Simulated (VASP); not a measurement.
# Yb (Fm-3m) in VASP: single point with PBE

Aim: the single point of Yb with PBE.

All numbers are computed with VASP 6.6.1; they aren't measurements. Logs are shortened: lines on timing, memory, paths and dates and some standing lists are left out, and cuts for length are marked.

## Step 1: The cell of the first run

It takes space group Fm-3m (No. 225, cubic). Conventional cell: a = 5.222 Å, b = 5.222 Å, c = 5.222 Å, α = 90.00°, β = 90.00°, γ = 90.00°. Within 4.9 Å of Yb (site symmetry m-3m) lie 12 Yb at 3.69 Å.

## Step 2: Single point, PBE

Contents of INCAR:

```
SYSTEM = Yb
ALGO = Normal
EDIFF = 1E-7
ENCUT = 520
GGA = PE
ISIF = 2
ISMEAR = 0
LASPH = .True.
LCHARG = .False.
LREAL = .False.
LWAVE = .False.
NBANDS = 18
NELM = 60
PREC = Accurate
SIGMA = 0.05
```

Contents of KPOINTS:

```
k-points
0
Gamma
  14 14 14
  0 0 0
```

Contents of POSCAR:

```
Yb
1.0
    0.0000000000      2.6110321190      2.6110321190
    2.6110321190      0.0000000000      2.6110321190
    2.6110321190      2.6110321190      0.0000000000
Yb
1
Direct
    0.0000000000      0.0000000000      0.0000000000
```

Potentials or basis: VASP PAW PBE potentials, release 64 (Yb).

Started as:

```bash
$ cat potpaw_PBE.64/Yb/POTCAR > POTCAR
$ mpirun -np 1 vasp_std > vasp.out
```

OUTCAR:

```text
SYSTEM = Yb
   EDIFF = 1E-7
   ENCUT = 520
   GGA = PE
   ISIF = 2
   ISMEAR = 0
   LASPH = .True.
   LREAL = .False.
   NELM = 60
   PREC = Accurate

 ion  position               nearest neighbor table
   1  0.000  0.000  0.000-

  LATTYP: Found a face centered cubic cell.
 ALAT       =     5.2220642380

  Lattice vectors:

 A1 = (   0.0000000000,   2.6110321190,   2.6110321190)
 A2 = (   2.6110321190,   0.0000000000,   2.6110321190)
 A3 = (   2.6110321190,   2.6110321190,   0.0000000000)

Analysis of symmetry for initial positions (statically):
=====================================================================
 Subroutine PRICEL returns:
 Original cell was already a primitive cell.

 Routine SETGRP: Setting up the symmetry group for a
 face centered cubic supercell.

 Subroutine GETGRP returns: Found 48 space group operations
 (whereof 48 operations were pure point group operations)
 out of a pool of 48 trial point group operations.

The static configuration has the point symmetry O_h .

Analysis of symmetry for dynamics (positions and initial velocities):
=====================================================================
 Subroutine PRICEL returns:
 Original cell was already a primitive cell.

 Routine SETGRP: Setting up the symmetry group for a
 face centered cubic supercell.

 Subroutine GETGRP returns: Found 48 space group operations
 (whereof 48 operations were pure point group operations)
 out of a pool of 48 trial point group operations.

The dynamic configuration has the point symmetry O_h .

 Subroutine INISYM returns: Found 48 space group operations
 (whereof 48 operations are pure point group operations),
 and found     1 'primitive' translations

----------------------------------------------------------------------------------------

                                     Primitive cell

  volume of cell :      35.6014

  direct lattice vectors                    reciprocal lattice vectors
     0.000000000  2.611032119  2.611032119    -0.191495155  0.191495155  0.191495155
     2.611032119  0.000000000  2.611032119     0.191495155 -0.191495155  0.191495155
     2.611032119  2.611032119  0.000000000     0.191495155  0.191495155 -0.191495155

  length of vectors
     3.692557034  3.692557034  3.692557034     0.331679338  0.331679338  0.331679338

  position of ions in fractional coordinates (direct lattice)
     0.000000000  0.000000000  0.000000000

  ion indices of the primitive-cell ions
   primitive index   ion index
                 1           1

----------------------------------------------------------------------------------------

 KPOINTS: k-points

Automatic generation of k-mesh.
 Grid dimensions read from file:
 generate k-points for:   14   14   14

 Generating k-lattice:

  Cartesian coordinates                     Fractional coordinates (reciprocal lattice)
    -0.013678225  0.013678225  0.013678225     0.071428571  0.000000000  0.000000000
     0.013678225 -0.013678225  0.013678225     0.000000000  0.071428571  0.000000000
     0.013678225  0.013678225 -0.013678225     0.000000000  0.000000000  0.071428571

  Length of vectors
     0.023691381  0.023691381  0.023691381

  Shift w.r.t. Gamma in fractional coordinates (k-lattice)
     0.000000000  0.000000000  0.000000000

 Subroutine IBZKPT returns following result:
 ===========================================

 Found    104 irreducible k-points:

 Following reciprocal coordinates:
            Coordinates               Weight
  0.000000  0.000000  0.000000      1.000000
  0.071429  0.000000  0.000000      8.000000
  0.142857  0.000000  0.000000      8.000000
  0.214286  0.000000  0.000000      8.000000
  0.285714  0.000000  0.000000      8.000000
  0.357143  0.000000  0.000000      8.000000
[... 16 lines left out ...]
  0.214286  0.142857  0.000000     24.000000
  0.285714  0.142857  0.000000     24.000000
 [... further k-points ...]
   k-points           NKPTS =    104   k-points in BZ     NKDIM =    104   number of bands    NBANDS=     18
   number of dos      NEDOS =    301   number of ions     NIONS =      1
   total plane-waves  NPLWV =  21952
   dimension x,y,z NGX =    28 NGY =   28 NGZ =   28
   dimension x,y,z NGXF=    56 NGYF=   56 NGZF=   56
   ions per type =               1
   NGX,Y,Z   is equivalent  to a cutoff of  12.61, 12.61, 12.61 a.u.
   NGXF,Y,Z  is equivalent  to a cutoff of  25.21, 25.21, 25.21 a.u.
 SYSTEM =  Yb
   PREC   = accura    normal or accurate (medium, high low for compatibility)
   ISTART =      0    job   : 0-new  1-cont  2-samecut
   ICHARG =      2    charge: 1-file 2-atom 10-const
   ISPIN  =      1    spin polarized calculation?
   LNONCOLLINEAR =      F non collinear calculations
   LSORBIT =      F    spin-orbit coupling
   LASPH  =      T    aspherical Exc in radial PAW
   ENCUT  =  520.0 eV  38.22 Ry    6.18 a.u.   6.87  6.87  6.87*2*pi/ulx,y,z
   NELM   =     60;   NELMIN=  2; NELMDL= -5     # of ELM steps
   EDIFF  = 0.1E-06   stopping-criterion for ELM
   LREAL  =      F    real-space projection
   EDIFFG = 0.1E-05   stopping-criterion for IOM
   NSW    =      0    number of steps for IOM
   IBRION =     -1    ionic relax: 0-MD 1-quasi-New 2-CG
   NFREE  =      0    steps in history (QN), initial steepest desc. (CG)
   ISIF   =      2    stress and relaxation
   ISYM   =      2    0-nonsym 1-usesym 2-fastsym
   POTIM  = 0.5000    time-step for ionic-motion
   TEBEG  =    0.0;   TEEND  =   0.0 temperature during run
   PSTRESS=    0.0 pullay stress
   NELECT =      24.0000    total number of electrons
   NUPDOWN=      -1.0000    fix difference up-down
   EMIN   =  10.00;   EMAX   =-10.00  energy-range for DOS
   EFERMI =   0.00;   METHOD = LEGACY
   ISMEAR =     0;   SIGMA  =   0.05  broadening in eV -4-tet -1-fermi 0-gaus
   EFERMI_NEDOS =   21; number of points for ismear=-14 and -15
   IALGO  =     38    algorithm
   IMIX   =      4    mixing-type and parameters
     AMIX     =   0.40;   BMIX     =  1.00
     AMIX_MAG =   1.60;   BMIX_MAG =  1.00
  volume/ion in A,a.u.               =      35.60       240.25
  Fermi-wavevector in a.u.,A,eV,Ry     =   1.435455  2.712617 28.035242  2.060532
  Thomas-Fermi vector in A             =   2.554752
   LORBIT       =      0    0 simple, 1 ext, 2 COOP (PROOUT), +10 PAW based schemes
   GGA     = PE    functional components
   LHFCALC =     F    Hartree Fock is set to
   AEXX    =    0.0000 exact exchange contribution
   IVDW    =     0    specifies the selected vdW correction
   LEPSILON=     F    determine dielectric tensor
   LRPA    =     F    only Hartree local field effects (RPA)
 non-spin polarized calculation
 Gauss-broadening in eV      SIGMA  =   0.05
  energy-cutoff  :      520.00
  volume of cell :       35.60
 maximum number of plane-waves:       982
   NGX = 13   NGY = 13   NGZ = 13

 number of electron      24.0000013 magnetization

 Free energy of the ion-electron system (eV)
  ---------------------------------------------------
  ext. energy  EPLUGINS =         0.00000000
  ---------------------------------------------------
  free energy    TOTEN  =        -3.56775360 eV

  energy without entropy =       -3.56673748  energy(sigma->0) =       -3.56724554

 E-fermi :   1.6414     XC(G=0):  -9.4819

 val. band max:        1.6299962230   @ k =  -0.2857   0.4286   0.2143
 cond. band min:       1.6465094852   @ k =  -0.4286   0.2857   0.0000
 fundamental gap:      0.0165132622
 Fermi energy:         1.6413610505

 k-point     1 :       0.0000    0.0000    0.0000
  band No.  band energies     occupation
      1     -50.0908      2.00000
      2     -22.2754      2.00000
      3     -22.2754      2.00000
      4     -22.2754      2.00000
      5      -3.5726      2.00000
      6       1.1577      2.00000
[... 10 lines left out ...]
     17       6.6336      0.00000
     18      11.1664      0.00000

 k-point     2 :       0.0714    0.0000    0.0000
  band No.  band energies     occupation
      1     -50.0899      2.00000
      2     -22.2935      2.00000
      3     -22.2778      2.00000
      4     -22.2778      2.00000
      5      -3.4527      2.00000
      6       1.1588      2.00000
[... 10 lines left out ...]
     17       6.5565      0.00000
     18      11.4598      0.00000

 k-point     3 :       0.1429    0.0000    0.0000
  band No.  band energies     occupation
      1     -50.0875      2.00000
      2     -22.3437      2.00000
      3     -22.2845      2.00000
      4     -22.2845      2.00000
      5      -3.1030      2.00000
      6       1.1625      2.00000
[... 10 lines left out ...]
     17       6.4158      0.00000
     18      11.9146      0.00000

 k-point     4 :       0.2143    0.0000    0.0000
  band No.  band energies     occupation
      1     -50.0841      2.00000
      2     -22.4151      2.00000
      3     -22.2941      2.00000
      4     -22.2941      2.00000
      5      -2.5552      2.00000
      6       1.1697      2.00000
[... 10 lines left out ...]
     17       6.4439      0.00000
     18      11.1405      0.00000

 k-point     5 :       0.2857    0.0000    0.0000
  band No.  band energies     occupation
      1     -50.0802      2.00000
      2     -22.4930      2.00000
      3     -22.3047      2.00000
      4     -22.3047      2.00000
      5      -1.8662      2.00000
      6       1.1808      2.00000
[... 10 lines left out ...]
     17       6.8039      0.00000
     18      10.3763      0.00000

 k-point     6 :       0.3571    0.0000    0.0000
  band No.  band energies     occupation
      1     -50.0767      2.00000
      2     -22.5620      2.00000
      3     -22.3142      2.00000
      4     -22.3142      2.00000
      5      -1.1306      2.00000
      6       1.1923      2.00000
[... 10 lines left out ...]
     17       7.3834      0.00000
     18       9.7702      0.00000

 k-point     7 :       0.4286    0.0000    0.0000
  band No.  band energies     occupation
      1     -50.0743      2.00000
      2     -22.6091      2.00000
      3     -22.3208      2.00000
      4     -22.3208      2.00000
      5      -0.5060      2.00000
      6       1.1920      2.00000
[... 10 lines left out ...]
     17       7.9508      0.00000
     18       9.3339      0.00000

 k-point     8 :       0.5000    0.0000    0.0000
  band No.  band energies     occupation
      1     -50.0735      2.00000
      2     -22.6257      2.00000
      3     -22.3232      2.00000
      4     -22.3232      2.00000
      5      -0.2402      2.00000
      6       1.1853      2.00000
[... 10 lines left out ...]
     17       8.2038      0.00000
     18       9.1585      0.00000
[... 229 lines left out ...]
     17       6.9540      0.00000
     18      11.0925      0.00000

 k-point    20 :      -0.1429    0.0714    0.0000
  band No.  band energies     occupation
      1     -50.0858      2.00000
      2     -22.3721      2.00000
      3     -22.3014      2.00000
      4     -22.2844      2.00000
      5      -2.8390      2.00000
      6       1.1658      2.00000
[... 10 lines left out ...]
     17       6.6856      0.00000
     18      11.9135      0.00000

 k-point    21 :      -0.0714    0.0714    0.0000
  band No.  band energies     occupation
      1     -50.0885      2.00000
      2     -22.3184      2.00000
      3     -22.2884      2.00000
      4     -22.2788      2.00000
      5      -3.2560      2.00000
      6       1.1608      2.00000
[... 10 lines left out ...]
     17       6.6217      0.00000
     18      11.9067      0.00000

 k-point    22 :       0.1429    0.1429    0.0000
  band No.  band energies     occupation
      1     -50.0864      2.00000
      2     -22.3418      2.00000
      3     -22.2996      2.00000
      4     -22.2996      2.00000
      5      -2.9470      2.00000
      6       1.1643      2.00000
[... 10 lines left out ...]
     17       6.8901      0.00000
     18      12.6109      0.00000

 k-point    23 :       0.2143    0.1429    0.0000
  band No.  band energies     occupation
      1     -50.0839      2.00000
      2     -22.3882      2.00000
      3     -22.3116      2.00000
      4     -22.3088      2.00000
      5      -2.5411      2.00000
      6       1.1698      2.00000
[... 10 lines left out ...]
     17       7.0143      0.00000
     18      12.5352      0.00000

 k-point    24 :       0.2857    0.1429    0.0000
  band No.  band energies     occupation
      1     -50.0805      2.00000
      2     -22.4518      2.00000
      3     -22.3236      2.00000
      4     -22.3199      2.00000
      5      -1.9565      2.00000
      6       1.1795      2.00000
[... 10 lines left out ...]
     17       7.2672      0.00000
     18      11.6153      0.00000

 [... further k-points ...]

------------------------ aborting loop because EDIFF is reached ----------------------------------------

  FORCE on cell =-STRESS in cart. coord.  units (eV):
  Direction    XX          YY          ZZ          XY          YZ          ZX
  --------------------------------------------------------------------------------------
  -------------------------------------------------------------------------------------
  Total       -0.0717789     -0.0717789     -0.0717789      0.0000000     -0.0000000      0.0000000
  in kB       -3.2302846     -3.2302846     -3.2302846      0.0000000     -0.0000000      0.0000000
  external PRESSURE =      -3.2302846 kB  Pullay stress =       0.0000000 kB

 VOLUME and BASIS-vectors are now :
 -----------------------------------------------------------------------------
  energy-cutoff  :      520.00
  volume of cell :       35.60
      direct lattice vectors                 reciprocal lattice vectors
     0.000000000  2.611032119  2.611032119    -0.191495155  0.191495155  0.191495155
     2.611032119  0.000000000  2.611032119     0.191495155 -0.191495155  0.191495155
     2.611032119  2.611032119  0.000000000     0.191495155  0.191495155 -0.191495155

 POSITION                                       TOTAL-FORCE (eV/Angst)
 -----------------------------------------------------------------------------------
      0.00000      0.00000      0.00000        -0.000000      0.000000      0.000000
 -----------------------------------------------------------------------------------
    total drift:                               -0.000000     -0.000000     -0.000000

  FREE ENERGIE OF THE ION-ELECTRON SYSTEM (eV)
  ---------------------------------------------------
  free  energy   TOTEN  =        -3.5677536018 eV

  energy  without entropy=       -3.5667374840  energy(sigma->0) =       -3.56724554
```

Run time: 4 min. Hardware: 1 thread of AMD EPYC 7R13 (Zen 3), shared host; peak memory 0.19 GiB.

Results:

| Quantity | Value |
| --- | --- |
| Free energy | -3.5678 eV |
| Pressure | -0.3 GPa |
| Band gap on the k mesh | 0.02 eV, indirect (least direct gap 0.12 eV) |

Levels at points of the mesh, in eV from the valence-band top:
| k point | band 9 | band 10 | band 11 | band 12 | band 13 | band 14 | band 15 | band 16 |
| --- | --- | --- | --- | --- | --- | --- | --- | --- |
| (0.00, 0.00, 0.00) | -0.37 | -0.28 | -0.28 | -0.28 | 2.86 | 2.86 | 2.86 | 5.00 |
| (0.50, 0.00, 0.00) | -0.39 | -0.29 | -0.29 | -0.27 | 0.38 | 2.64 | 2.64 | 6.57 |
| (0.50, 0.50, 0.00) | -0.37 | -0.32 | -0.30 | -0.30 | 0.07 | 1.75 | 6.59 | 7.04 |

Caveat: spin-orbit coupling is left out, which moves the levels of the heavy elements. Spin polarisation is off, so any magnetic state and its effect on volume and gap are missing.
